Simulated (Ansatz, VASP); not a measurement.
# Ag: VASP beside Ansatz

File POSCAR:

```
Ag
1.0
    3.0471980036      0.0000000000      0.0000000000
   -1.5235990018      2.6389508815      0.0000000000
    0.0000000000      0.0000000000      4.7900000000
Ag
2
Direct
    0.3333333333      0.6666666667      0.2500000000
    0.6666666667      0.3333333333      0.7500000000
```

Contents of INCAR.step1:

```
SYSTEM = Ag
ALGO     = Normal         ! electronic algorithm
EDIFF    = 1E-4           ! SCF threshold, eV
ENCUT    = 520            ! plane-wave cutoff, eV
GGA      = PE             ! functional
ISMEAR   = 0              ! smearing method
LASPH    = .True.         ! aspherical terms in the spheres
LCHARG   = .False.        ! write CHGCAR
LREAL    = .False.        ! projectors in reciprocal space
LWAVE    = .True.         ! write WAVECAR
NBANDS   = 18             ! bands
NELM     = 60             ! most SCF steps
PREC     = Accurate       ! precision mode
SIGMA    = 0.15           ! smearing width, eV
```

INCAR.step2

```
SYSTEM = Ag
ALGO     = Normal         ! electronic algorithm
EDIFF    = 1E-6           ! SCF threshold, eV
ENCUT    = 520            ! plane-wave cutoff, eV
ISIF     = 2              ! what is computed and relaxed
ISMEAR   = 0              ! smearing method
ISTART   = 1            
LASPH    = .True.         ! aspherical terms in the spheres
LCHARG   = .False.        ! write CHGCAR
LMIXTAU  = .True.       
LREAL    = .False.        ! projectors in reciprocal space
LWAVE    = .False.        ! write WAVECAR
METAGGA  = R2SCAN         ! meta-GGA
NBANDS   = 18             ! bands
NELM     = 60             ! most SCF steps
PREC     = Accurate       ! precision mode
SIGMA    = 0.15           ! smearing width, eV
```

KPOINTS

```
k-points
0
Gamma
  18 18 10
  0 0 0
```

Input for Ansatz:

```yaml
crystal:
  lattice:
    - [3.0471980036, 0.0, 0.0]
    - [-1.5235990018, 2.6389508815, 0.0]
    - [0.0, 0.0, 4.79]
  atoms:
    - { symbol: Ag, position: [0.3333333333, 0.6666666667, 0.25] }
    - { symbol: Ag, position: [0.6666666667, 0.3333333333, 0.75] }
basis:
  ecutwfc: 500
kpoints:
  mp_grid: { grid: [18, 18, 10] }
hamiltonian:
  xc: r2scan
scf:
  occupations: { method: gaussian, width: 0.15 }
output:
  forces: true
  stress: true
  eigenvalues: true
```

Change from the starting cell: strain +0.040 along x and y, +0.000 along z, atoms carried along.

Alike in both runs: task single point; functional r2SCAN; k mesh 18 × 18 × 10; occupations gaussian, width 0.15 eV; no spin polarisation.

|  | VASP | Ansatz |
| --- | --- | --- |
| version | VASP 6.6.1 | Ansatz 0.2.0 |
| potentials or method | VASP PAW PBE potentials, release 64 (Ag), cutoff 520 eV | scalar-relativistic, plane waves, PAW |
| valence electrons in the cell | 22 | 38 |

```tsv
	VASP	Ansatz	Ansatz less VASP
gap on the k mesh at the Fermi level (eV)	none	none	-
pressure (GPa)	-7.9	-7.9	-0.02
traceless stress, the component that is largest in VASP (GPa)	1.49	1.48	-0.014
```

VASP's potentials were made for PBE, not for r2SCAN. A gap of «none» marks a metal or a gap that the smearing closes. VASP's potentials hold 22 valence electrons a cell and Ansatz's 38, so a difference there can come from the potentials and not from the codes.
